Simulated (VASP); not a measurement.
A run of VASP 6.6.1:

The input INCAR:

```
SYSTEM = Bi
PREC     = Accurate       ! precision mode
ENCUT    = 520            ! plane-wave cutoff, eV
EDIFF    = 1E-6           ! SCF threshold, eV
ISMEAR   = 0              ! smearing method
SIGMA    = 0.1            ! smearing width, eV
LREAL    = .False.        ! projectors in reciprocal space
LASPH    = .True.         ! aspherical terms in the spheres
NELM     = 60             ! most SCF steps
ALGO     = Fast           ! electronic algorithm
ISIF     = 2              ! what is computed and relaxed
LWAVE    = .False.        ! write WAVECAR
LCHARG   = .True.         ! write CHGCAR
GGA      = PE             ! functional
LELF     = .True.         ! ELF
LVHAR    = .True.       
NBANDS   = 38             ! bands
```

KPOINTS

```
Automatic mesh
0
Gamma
  12 12 6
  0 0 0
```

Contents of POSCAR:

```
Bi
1.0
    4.5061987796      0.0000000000      0.0000000000
   -2.2530993898      3.9024826177      0.0000000000
    0.0000000000      0.0000000000      9.5016787000
Bi
4
Direct
    0.0000000000      0.0000000000      0.8092170000
    0.0000000000      0.0000000000      0.1907830000
    0.3333333333      0.6666666667      0.6352660000
    0.6666666667      0.3333333333      0.3647340000
```

Potentials or basis: VASP PAW PBE potentials, release 64 (Bi_d).

Command:

```sh
$ cat potpaw_PBE.64/Bi_d/POTCAR > POTCAR
$ mpirun -np 1 vasp_std > vasp.out
```

Hardware: 1 thread of Intel(R) Xeon(R) 6975P-C (Granite Rapids), with other jobs on the host.

Q: How long does it take, and how much memory?

A: Wall time 12 min on 1 thread of Intel(R) Xeon(R) 6975P-C (Granite Rapids), with other jobs on the host, peak memory 0.58 GiB. Counts: scf iterations 14, k points 100.
